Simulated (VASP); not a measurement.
# Hf3N2 (R-3m) in VASP: notebook, part 3 of 3

VASP 6.6.1. The steps go on from the part before.

## Step 4: Single point, r2SCAN

This run uses another cell than the first one, of 13.89 Å³/atom.

Input file POSCAR:

```
Hf3N2
1.0
    1.6045682726      0.9263979241      7.7862890048
   -1.6045682726      0.9263979241      7.7862890048
    0.0000000000     -1.8527958482      7.7862890048
Hf N
3 2
Direct
    0.7794318074      0.7794318074      0.7794318074
    0.2205681926      0.2205681926      0.2205681926
    0.0000000000      0.0000000000      0.0000000000
    0.6116911335      0.6116911335      0.6116911335
    0.3883088665      0.3883088665      0.3883088665
```

Input file INCAR.step1:

```
ALGO = Normal
EDIFF = 1E-4
ENCUT = 520
GGA = PE
ISMEAR = 0
LASPH = T
LCHARG = F
LREAL = F
LWAVE = T
NBANDS = 28
NELM = 80
PREC = Accurate
SIGMA = 0.1
```

Input file INCAR.step2:

```
ALGO = Normal
EDIFF = 1E-6
ENCUT = 520
ISIF = 2
ISMEAR = 0
ISTART = 1
LASPH = T
LCHARG = F
LMIXTAU = T
LREAL = F
LWAVE = F
METAGGA = R2SCAN
NBANDS = 28
NELM = 80
PREC = Accurate
SIGMA = 0.1
```

Input file KPOINTS:

```
k-points
0
Gamma
  3 3 3
```

Potentials or basis: VASP PAW PBE potentials, release 64 (Hf_pv, N).

Launch:

```console
> cat potpaw_PBE.64/Hf_pv/POTCAR potpaw_PBE.64/N/POTCAR > POTCAR
> cp INCAR.step1 INCAR
> mpirun -np 1 vasp_std > vasp.out
> cp INCAR.step2 INCAR
> mpirun -np 1 vasp_std > vasp.out
```

OUTCAR:

```text
EDIFF = 1E-6
   ENCUT = 520
   ISIF = 2
   ISMEAR = 0
   ISTART = 1
   LASPH = T
   LREAL = F
   METAGGA = R2SCAN
   NELM = 80
   PREC = Accurate

 ion  position               nearest neighbor table
   1  0.779  0.779  0.779-   5 2.29   5 2.29   5 2.29   2 3.13   2 3.13   2 3.13   3 3.22   3 3.22
                             3 3.22
   2  0.221  0.221  0.221-   4 2.29   4 2.29   4 2.29   1 3.13   1 3.13   1 3.13   3 3.22   3 3.22
                             3 3.22
   3  0.000  0.000  0.000-   4 2.25   5 2.25   4 2.25   4 2.25   5 2.25   5 2.25   2 3.22   1 3.22
                             2 3.22   1 3.22   2 3.22   1 3.22
   4  0.612  0.612  0.612-   3 2.25   3 2.25   3 2.25   2 2.29   2 2.29   2 2.29
   5  0.388  0.388  0.388-   3 2.25   3 2.25   3 2.25   1 2.29   1 2.29   1 2.29

  LATTYP: Found a trigonal (rhomboedric) cell.
 ALAT       =     8.0036959538
 COS(alpha) =     0.9196168109

  Lattice vectors:

 A1 = (   1.6045682726,   0.9263979241,   7.7862890048)
 A2 = (  -1.6045682726,   0.9263979241,   7.7862890048)
 A3 = (   0.0000000000,  -1.8527958482,   7.7862890048)

Analysis of symmetry for initial positions (statically):
=====================================================================
 Subroutine PRICEL returns:
 Original cell was already a primitive cell.

 Routine SETGRP: Setting up the symmetry group for a
 trigonal (rhombohedral) supercell.

 Subroutine GETGRP returns: Found 12 space group operations
 (whereof 12 operations were pure point group operations)
 out of a pool of 12 trial point group operations.

The static configuration has the point symmetry D_3d.

Analysis of symmetry for dynamics (positions and initial velocities):
=====================================================================
 Subroutine PRICEL returns:
 Original cell was already a primitive cell.

 Routine SETGRP: Setting up the symmetry group for a
 trigonal (rhombohedral) supercell.

 Subroutine GETGRP returns: Found 12 space group operations
 (whereof 12 operations were pure point group operations)
 out of a pool of 12 trial point group operations.

The dynamic configuration has the point symmetry D_3d.

 Subroutine INISYM returns: Found 12 space group operations
 (whereof 12 operations are pure point group operations),
 and found     1 'primitive' translations

----------------------------------------------------------------------------------------

                                     Primitive cell

  volume of cell :      69.4445

  direct lattice vectors                    reciprocal lattice vectors
     1.604568273  0.926397924  7.786289005     0.311610300  0.179908290  0.042810296
    -1.604568273  0.926397924  7.786289005    -0.311610300  0.179908290  0.042810296
     0.000000000 -1.852795848  7.786289005     0.000000000 -0.359816581  0.042810296

  length of vectors
     8.003695954  8.003695954  8.003695954     0.362354375  0.362354375  0.362354375

  position of ions in fractional coordinates (direct lattice)
     0.779431807  0.779431807  0.779431807
     0.220568193  0.220568193  0.220568193
     0.000000000  0.000000000  0.000000000
     0.611691134  0.611691134  0.611691134
     0.388308866  0.388308866  0.388308866

  ion indices of the primitive-cell ions
   primitive index   ion index
                 1           1
                 2           2
                 3           3
                 4           4
                 5           5

----------------------------------------------------------------------------------------

 KPOINTS: k-points

Automatic generation of k-mesh.
 Grid dimensions read from file:
 generate k-points for:    3    3    3

 Generating k-lattice:

  Cartesian coordinates                     Fractional coordinates (reciprocal lattice)
     0.103870100  0.059969430  0.014270099     0.333333333  0.000000000  0.000000000
    -0.103870100  0.059969430  0.014270099     0.000000000  0.333333333  0.000000000
     0.000000000 -0.119938860  0.014270099     0.000000000  0.000000000  0.333333333

  Length of vectors
     0.120784792  0.120784792  0.120784792

  Shift w.r.t. Gamma in fractional coordinates (k-lattice)
     0.000000000  0.000000000  0.000000000

 Subroutine IBZKPT returns following result:
 ===========================================

 Found      6 irreducible k-points:

 Following reciprocal coordinates:
            Coordinates               Weight
  0.000000  0.000000  0.000000      1.000000
  0.333333  0.000000  0.000000      6.000000
  0.333333  0.333333  0.000000      6.000000
 -0.333333  0.333333  0.000000      6.000000
  0.333333  0.333333  0.333333      2.000000
 -0.333333  0.333333  0.333333      6.000000
   k-points           NKPTS =      6   k-points in BZ     NKDIM =      6   number of bands    NBANDS=     28
   number of dos      NEDOS =    301   number of ions     NIONS =      5
   total plane-waves  NPLWV = 216000
   dimension x,y,z NGX =    60 NGY =   60 NGZ =   60
   dimension x,y,z NGXF=   120 NGYF=  120 NGZF=  120
   ions per type =               3   2
   NGX,Y,Z   is equivalent  to a cutoff of  12.46, 12.46, 12.46 a.u.
   NGXF,Y,Z  is equivalent  to a cutoff of  24.93, 24.93, 24.93 a.u.
 SYSTEM =  unknown system
   PREC   = accura    normal or accurate (medium, high low for compatibility)
   ISTART =      1    job   : 0-new  1-cont  2-samecut
   ICHARG =      0    charge: 1-file 2-atom 10-const
   ISPIN  =      1    spin polarized calculation?
   LNONCOLLINEAR =      F non collinear calculations
   LSORBIT =      F    spin-orbit coupling
   LASPH  =      T    aspherical Exc in radial PAW
   ENCUT  =  520.0 eV  38.22 Ry    6.18 a.u.  14.88 14.88 14.88*2*pi/ulx,y,z
   NELM   =     80;   NELMIN=  2; NELMDL=  0     # of ELM steps
   EDIFF  = 0.1E-05   stopping-criterion for ELM
   LREAL  =      F    real-space projection
[... 7 lines left out ...]
   TEBEG  =    0.0;   TEEND  =   0.0 temperature during run
   PSTRESS=    0.0 pullay stress
   NELECT =      40.0000    total number of electrons
   NUPDOWN=      -1.0000    fix difference up-down
   EMIN   =  10.00;   EMAX   =-10.00  energy-range for DOS
   EFERMI =   0.00;   METHOD = LEGACY
   ISMEAR =     0;   SIGMA  =   0.10  broadening in eV -4-tet -1-fermi 0-gaus
   EFERMI_NEDOS =   21; number of points for ismear=-14 and -15
   IALGO  =     38    algorithm
   IMIX   =      4    mixing-type and parameters
     AMIX     =   0.40;   BMIX     =  1.00
     AMIX_MAG =   1.60;   BMIX_MAG =  1.00
  volume/ion in A,a.u.               =      13.89        93.73
  Fermi-wavevector in a.u.,A,eV,Ry     =   1.362121  2.574035 25.243886  1.855373
  Thomas-Fermi vector in A             =   2.488638
   LORBIT       =      0    0 simple, 1 ext, 2 COOP (PROOUT), +10 PAW based schemes
   METAGGA = R2SCAN    functional components
   LHFCALC =     F    Hartree Fock is set to
   AEXX    =    0.0000 exact exchange contribution
   IVDW    =     0    specifies the selected vdW correction
   LEPSILON=     F    determine dielectric tensor
   LRPA    =     F    only Hartree local field effects (RPA)
 non-spin polarized calculation
 Gauss-broadening in eV      SIGMA  =   0.10
  energy-cutoff  :      520.00
  volume of cell :       69.44
 maximum number of plane-waves:      1892
   NGX = 29   NGY = 29   NGZ = 29

 number of electron      40.0000000 magnetization

 Free energy of the ion-electron system (eV)
  ---------------------------------------------------
  ext. energy  EPLUGINS =         0.00000000
  ---------------------------------------------------
  free energy    TOTEN  =      -162.17459065 eV

  energy without entropy =     -162.16309634  energy(sigma->0) =     -162.16884350

 E-fermi :   6.5951     XC(G=0): -13.0396

 val. band max:        6.5644955668   @ k =  -0.3333   0.3333   0.3333
 cond. band min:       6.8595629709   @ k =   0.0000   0.0000   0.0000
 fundamental gap:      0.2950674040
 Fermi energy:         6.5950819387

 k-point     1 :       0.0000    0.0000    0.0000
  band No.  band energies     occupation
      1     -26.3732      2.00000
      2     -25.9391      2.00000
      3     -25.9391      2.00000
      4     -25.2907      2.00000
      5     -24.7822      2.00000
      6     -24.7093      2.00000
[... 20 lines left out ...]
     27       9.5345      0.00000
[... 133 lines left out ...]
      6     -24.9764      2.00000
[... 20 lines left out ...]
     27      11.6952      0.00000
     28      11.8548      0.00000

------------------------ aborting loop because EDIFF is reached ----------------------------------------

  FORCE on cell =-STRESS in cart. coord.  units (eV):
  Direction    XX          YY          ZZ          XY          YZ          ZX
  --------------------------------------------------------------------------------------
  -------------------------------------------------------------------------------------
  Total       -0.8572751     -0.8572751     -0.7875022     -0.0000000     -0.0000000      0.0000000
  in kB      -19.7784945    -19.7784945    -18.1687391     -0.0000000     -0.0000000      0.0000000
  external PRESSURE =     -19.2419093 kB  Pullay stress =       0.0000000 kB

 VOLUME and BASIS-vectors are now :
 -----------------------------------------------------------------------------
  energy-cutoff  :      520.00
  volume of cell :       69.44
      direct lattice vectors                 reciprocal lattice vectors
     1.604568273  0.926397924  7.786289005     0.311610300  0.179908290  0.042810296
    -1.604568273  0.926397924  7.786289005    -0.311610300  0.179908290  0.042810296
     0.000000000 -1.852795848  7.786289005     0.000000000 -0.359816581  0.042810296

 POSITION                                       TOTAL-FORCE (eV/Angst)
 -----------------------------------------------------------------------------------
      0.00000      0.00000     18.20664         0.000000      0.000000     -0.069762
      0.00000      0.00000      5.15222         0.000000     -0.000000      0.069762
      0.00000      0.00000      0.00000         0.000000      0.000000     -0.000000
      0.00000      0.00000     14.28841         0.000000     -0.000000      0.036478
      0.00000      0.00000      9.07046         0.000000     -0.000000     -0.036478
 -----------------------------------------------------------------------------------
    total drift:                                0.000000     -0.000000      0.000000

  FREE ENERGIE OF THE ION-ELECTRON SYSTEM (eV)
  ---------------------------------------------------
  free  energy   TOTEN  =      -162.1745906525 eV

  energy  without entropy=     -162.1630963448  energy(sigma->0) =     -162.16884350
```

Wall time 8 min (1 thread of Intel Xeon 8259CL, shared host); peak memory 0.54 GiB.

Results:

```
Free energy            : -162.1746 eV
Pressure               : -1.9 GPa
Largest force          : 0.070 eV/Å
Band gap on the k mesh : zero (bands 20 and 21 overlap by 0.74 eV)
```

Forces on the atoms (eV/Å):
```
Hf   0.000  0.000 -0.070
Hf   0.000  0.000  0.070
Hf   0.000  0.000  0.000
N    0.000  0.000  0.036
N    0.000  0.000 -0.036
```

Caveat: the k points lie up to 0.76 Å⁻¹ apart, too coarse for converged energies and pressures of a metal; the PAW data sets were made with another functional, which shifts forces and pressure a little; spin-orbit coupling is left out, which moves the levels of the heavy elements.

## Step 5: Single point, r2SCAN

This run uses another cell than the first one, of 13.85 Å³/atom.

Input file POSCAR:

```
Hf3N2
1.0
    1.6043301356      0.9262604357      7.7676307455
   -1.6043301356      0.9262604357      7.7676307455
    0.0000000000     -1.8525208713      7.7676307455
Hf N
3 2
Direct
    0.7796155557      0.7796155557      0.7796155557
    0.2203844443      0.2203844443      0.2203844443
    0.0000000000      0.0000000000      0.0000000000
    0.6120645471      0.6120645471      0.6120645471
    0.3879354529      0.3879354529      0.3879354529
```

Input file INCAR.step1:

```
ALGO = Normal ; EDIFF = 1E-4
ENCUT = 520 ; GGA = PE
ISMEAR = 0 ; LASPH = True
LCHARG = False ; LREAL = False
LWAVE = True ; NBANDS = 28
NELM = 100 ; PREC = Accurate
SIGMA = 0.1
```

Input file INCAR.step2:

```
ALGO = Normal ; EDIFF = 1E-6
ENCUT = 520 ; ISIF = 2
ISMEAR = 0 ; ISTART = 1
LASPH = True ; LCHARG = False
LMIXTAU = True ; LREAL = False
LWAVE = False ; METAGGA = R2SCAN
NBANDS = 28 ; NELM = 100
PREC = Accurate ; SIGMA = 0.1
```

Input file KPOINTS:

```
k-points
0
Gamma
  6 6 6
```

Potentials or basis: VASP PAW PBE potentials, release 64 (Hf_pv, N).

Launch:

```console
> cat potpaw_PBE.64/Hf_pv/POTCAR potpaw_PBE.64/N/POTCAR > POTCAR
> cp INCAR.step1 INCAR
> mpirun -np 1 vasp_std > vasp.out
> cp INCAR.step2 INCAR
> mpirun -np 1 vasp_std > vasp.out
```

OUTCAR:

```text
EDIFF = 1E-6
   ENCUT = 520
   ISIF = 2
   ISMEAR = 0
   ISTART = 1
   LASPH = True
   LREAL = False
   METAGGA = R2SCAN
   NELM = 100
   PREC = Accurate

 ion  position               nearest neighbor table
   1  0.780  0.780  0.780-   5 2.30   5 2.30   5 2.30   2 3.11   2 3.11   2 3.11   3 3.22   3 3.22
                             3 3.22
   2  0.220  0.220  0.220-   4 2.30   4 2.30   4 2.30   1 3.11   1 3.11   1 3.11   3 3.22   3 3.22
                             3 3.22
   3  0.000  0.000  0.000-   4 2.25   4 2.25   5 2.25   5 2.25   4 2.25   5 2.25   2 3.22   1 3.22
                             2 3.22   1 3.22   2 3.22   1 3.22
   4  0.612  0.612  0.612-   3 2.25   3 2.25   3 2.25   2 2.30   2 2.30   2 2.30
   5  0.388  0.388  0.388-   3 2.25   3 2.25   3 2.25   1 2.30   1 2.30   1 2.30

  LATTYP: Found a trigonal (rhomboedric) cell.
 ALAT       =     7.9854818876
 COS(alpha) =     0.9192736679

  Lattice vectors:

 A1 = (   1.6043301356,   0.9262604357,   7.7676307455)
 A2 = (  -1.6043301356,   0.9262604357,   7.7676307455)
 A3 = (   0.0000000000,  -1.8525208713,   7.7676307455)

[... 179 lines left out ...]

 E-fermi :   6.7317     XC(G=0): -13.0553

 val. band max:        6.7275769274   @ k =   0.5000   0.1667   0.1667
 cond. band min:       6.7545703270   @ k =   0.3333   0.3333   0.1667
 fundamental gap:      0.0269933996
 Fermi energy:         6.7317216512

 k-point     1 :       0.0000    0.0000    0.0000
  band No.  band energies     occupation
      1     -26.2238      2.00000
      2     -25.7418      2.00000
      3     -25.7418      2.00000
      4     -25.3337      2.00000
      5     -24.7998      2.00000
      6     -24.7154      2.00000
[... 733 lines left out ...]
     27      11.9308      0.00000
     28      12.6522      0.00000

 [... further k-points ...]

------------------------ aborting loop because EDIFF is reached ----------------------------------------

  FORCE on cell =-STRESS in cart. coord.  units (eV):
  Direction    XX          YY          ZZ          XY          YZ          ZX
  --------------------------------------------------------------------------------------
  -------------------------------------------------------------------------------------
  Total       -0.8420612     -0.8420612     -0.7794562      0.0000000     -0.0000000      0.0000000
  in kB      -19.4799368    -19.4799368    -18.0316564      0.0000000     -0.0000000      0.0000000
  external PRESSURE =     -18.9971767 kB  Pullay stress =       0.0000000 kB

 VOLUME and BASIS-vectors are now :
 -----------------------------------------------------------------------------
  energy-cutoff  :      520.00
  volume of cell :       69.26
      direct lattice vectors                 reciprocal lattice vectors
     1.604330136  0.926260436  7.767630745     0.311656553  0.179934995  0.042913128
    -1.604330136  0.926260436  7.767630745    -0.311656553  0.179934995  0.042913128
     0.000000000 -1.852520871  7.767630745     0.000000000 -0.359869990  0.042913128

 POSITION                                       TOTAL-FORCE (eV/Angst)
 -----------------------------------------------------------------------------------
      0.00000      0.00000     18.16730        -0.000000     -0.000000     -0.070237
      0.00000      0.00000      5.13559        -0.000000      0.000000      0.070237
      0.00000      0.00000      0.00000         0.000000     -0.000000      0.000000
      0.00000      0.00000     14.26287        -0.000000      0.000000      0.038056
      0.00000      0.00000      9.04002        -0.000000     -0.000000     -0.038056
 -----------------------------------------------------------------------------------
    total drift:                                0.000000      0.000000      0.000000

  FREE ENERGIE OF THE ION-ELECTRON SYSTEM (eV)
  ---------------------------------------------------
  free  energy   TOTEN  =      -162.1352551951 eV

  energy  without entropy=     -162.1260008502  energy(sigma->0) =     -162.13062802
```

OSZICAR.step1:

```text
N       E                     dE             d eps       ncg     rms          rms(c)
DAV:   1     0.178297068396E+03    0.17830E+03   -0.22180E+04  1792   0.140E+03
DAV:   2    -0.484205883031E+02   -0.22672E+03   -0.21990E+03  2160   0.347E+02
DAV:   3    -0.599961260059E+02   -0.11576E+02   -0.11460E+02  2308   0.621E+01
DAV:   4    -0.601298690047E+02   -0.13374E+00   -0.13351E+00  2344   0.710E+00
DAV:   5    -0.601311465672E+02   -0.12776E-02   -0.12771E-02  2308   0.652E-01    0.897E+01
DAV:   6    -0.541655591543E+02    0.59656E+01   -0.31981E+01  2172   0.256E+01    0.656E+01
DAV:   7    -0.542291197807E+02   -0.63561E-01   -0.76461E+00  2212   0.130E+01    0.129E+01
DAV:   8    -0.538626727930E+02    0.36645E+00   -0.36729E+00  2332   0.704E+00    0.465E+00
DAV:   9    -0.538252434634E+02    0.37429E-01   -0.37825E-01  2332   0.311E+00    0.242E+00
DAV:  10    -0.538208604709E+02    0.43830E-02   -0.40025E-02  2140   0.109E+00    0.126E+00
DAV:  11    -0.538204162773E+02    0.44419E-03   -0.27435E-03  2320   0.304E-01    0.318E-01
DAV:  12    -0.538203829575E+02    0.33320E-04   -0.27830E-04  1796   0.878E-02
   1 F= -.53820383E+02 E0= -.53816044E+02  d E =-.867756E-02
```

Run time: 40 min. Hardware: 1 thread of Intel Xeon 8259CL, shared host; peak memory 0.57 GiB.

Results:

```yaml
Free_energy: -162.1353 eV
Pressure: -1.9 GPa
Largest_force: 0.070 eV/Å
Band_gap_on_the_k_mesh: zero (bands 20 and 21 overlap by 1.34 eV)
```

Forces on the atoms (eV/Å):
```
Hf   0.000  0.000 -0.070
Hf   0.000  0.000  0.070
Hf   0.000  0.000  0.000
N    0.000  0.000  0.038
N    0.000  0.000 -0.038
```

Caveat: the k points lie up to 0.38 Å⁻¹ apart, too coarse for converged energies and pressures of a metal; the PAW data sets were made with another functional, which shifts forces and pressure a little; spin-orbit coupling is left out, which moves the levels of the heavy elements.

## Step 6: Overview

```tsv
cell	k mesh	smearing	gap on the mesh (eV)	pressure (GPa)	largest force (eV/Å)
a = 7.972 Å, angles 23.1°, 5 atoms, atomic positions A	12 × 12 × 12	tetrahedron	none	0.1	0.07
a = 6.880 Å, angles 28.7°, 5 atoms, atomic positions B	1 × 1 × 1	gaussian 0.1 eV	-	-3.1	0.45
a = 8.004 Å, angles 23.1°, 5 atoms, atomic positions C	3 × 3 × 3	gaussian 0.1 eV	none	-1.9	0.07
a = 7.985 Å, angles 23.2°, 5 atoms, atomic positions D	6 × 6 × 6	gaussian 0.1 eV	none	-1.9	0.07
```

Alike in all rows: task single point; level r2SCAN; potentials or basis VASP PAW PBE potentials, release 64 (Hf_pv, N); no spin polarisation; cutoff (eV) 520.

Caveats: some runs use coarse meshes; the PAW data sets were made with another functional, which shifts forces and pressure a little; spin-orbit coupling is left out, which moves the levels of the heavy elements.

Total energies depend on the potentials used, so only differences within one code and one set of settings carry meaning.

The gap in the log of VASP goes by the Fermi energy; the results here count the filled bands.